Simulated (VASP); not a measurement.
Hf2ZrC3:

```
Zr Hf C
1.0
    -1.68367    1.68367    7.14347
     1.68367   -1.68367    7.14347
     1.68367    1.68367   -7.14347
Zr Hf C
1 2 3
Cartesian
  0.0000 0.0000 0.0000
  0.0000 0.0000 9.5251
  0.0000 0.0000 4.7618
  0.0000 0.0000 11.9053
  0.0000 0.0000 2.3816
  0.0000 0.0000 7.1435
```

```yaml
Program: VASP 6.6.1
Task: relaxation of cell and atoms
Functional: PBE
Potentials_or_basis: VASP PAW PBE potentials, release 64 (Zr_sv, Hf_pv, C)
Cutoff: 600 eV
k_mesh: 7 × 7 × 7
Occupations: gaussian, width 0.2 eV
Spin: no spin polarisation
```

At the start: pressure -12.5 GPa; volume 13.50 Å³/atom.

**Question.** Where does the relaxation end?

**Answer.** Over 6 steps the energy falls by 32.9 meV/atom and the volume is 12.69 Å³/atom (-6.0 %); space group I4/mmm (No. 139, to 0.1 Å) before and after.

The path:
```tsv
step	energy change (eV)	largest force (eV/Å)	pressure (GPa)	volume (Å³)
1	0.0000	0.1825	-12.47	81.00
2	0.3468	0.0437	27.12	69.29
3	-0.1956	0.1482	-0.35	76.37
4	-0.1958	0.1472	0.00	76.25
5	-0.1957	0.1462	0.29	76.16
6	-0.1973	0.0550	0.29	76.16
```

Final structure:
```xyz
6
Lattice="-1.6499 1.6499 6.9949 1.6499 -1.6499 6.9949 1.6499 1.6499 -6.9949" Properties=species:S:1:pos:R:3 pbc="T T T"
Zr    0.0000    0.0000   13.9899
Hf    0.0000    0.0000    9.3307
Hf    1.6499    1.6499   -2.3358
C     1.6499    1.6499    4.6533
C     0.0000    0.0000    2.3417
C     0.0000    0.0000    6.9949
```

Caveat: the relaxation stopped at a loose force limit of 0.08 eV/Å, so its end isn't a converged minimum.
